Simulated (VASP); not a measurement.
# Ir: single point with r2SCAN

Crystal: Ir.

```
CELL_PARAMETERS angstrom
0.00000 1.95317 1.95317
1.95317 0.00000 1.95317
1.95317 1.95317 0.00000
ATOMIC_POSITIONS crystal
Ir 0.00000 0.00000 0.00000
```

```yaml
Program: VASP 6.6.1
Task: single point
Functional: r2SCAN
Potentials_or_basis: VASP PAW PBE potentials, release 64 (Ir)
Cutoff: 520 eV
k_mesh: 12 × 12 × 12
Occupations: fermi-dirac, width 0.05 eV
Spin: no spin polarisation
Dipole_correction: no
Further_INCAR_settings: ALGO = Normal; EDIFF = 1e-06; NBANDS = 10
```

| Item | Value |
| --- | --- |
| Pressure | -14.5 GPa |

Levels at points of the mesh, in eV from the Fermi level:
```
           k point  band 1  band 2  band 3  band 4  band 5  band 6  band 7  band 8
(0.00, 0.00, 0.00)  -10.98   -3.71   -3.71   -3.71   -1.22   -1.22   15.19   20.73
(0.50, 0.00, 0.00)   -7.88   -3.85   -3.85   -0.58    0.82    0.82    7.11   14.81
(0.50, 0.50, 0.00)   -7.62   -7.07    0.73    1.41    1.41    1.77   10.34   12.05
```

Wall time 16 s on 1 thread of Intel(R) Xeon(R) 6975P-C (Granite Rapids) (shared host), peak memory 0.15 GiB.

Caveat: the PAW data sets were made with another functional, which shifts forces and pressure a little; spin-orbit coupling is left out, which moves the levels of the heavy elements.
